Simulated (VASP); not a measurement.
# C: single point with PBE+D3(BJ)

C, a slab with vacuum:

```xyz
2
Lattice="2.5151 0.0000 0.0000 -1.2575 2.1781 0.0000 0.0000 0.0000 28.0000" Properties=species:S:1:pos:R:3 pbc="T T T"
C     0.0000    1.4521   14.0000
C     1.2575    0.7260   14.0000
```

This cell differs from its parent crystal: biaxial strain +0.020, then relaxed in part.

```yaml
Program: VASP 6.6.1
Task: single point
Functional: PBE
Dispersion: D3(BJ)
Potentials_or_basis: VASP PAW PBE potentials, release 64 (C)
Cutoff: 520 eV
k_mesh: 18 × 18 × 1
Occupations: gaussian, width 0.1 eV
Spin: no spin polarisation
Dipole_correction: yes
Further_INCAR_settings: ALGO = Normal; EDIFF = 1e-07; NBANDS = 11
```

```
Band gap on the k mesh     : zero (filled and empty bands touch)
Dispersion energy per atom : -0.087 eV
```

Levels at points of the mesh, in eV from the Fermi level:
```csv
k point,band 1,band 2,band 3,band 4,band 5,band 6,band 7,band 8,band 9
"(0.00, 0.00, 0.00)",-19.05,-7.23,-3.06,-3.06,3.44,4.20,4.45,4.84,5.08
"(0.50, 0.00, 0.00)",-14.07,-12.87,-6.26,-2.25,1.65,6.80,10.98,11.13,11.77
```

Wall time 3 min on 1 thread of Intel Xeon 8259CL, with other jobs on the host, peak memory 0.29 GiB.

Caveat: the cell differs from its parent crystal (biaxial strain +0.020, then relaxed in part).
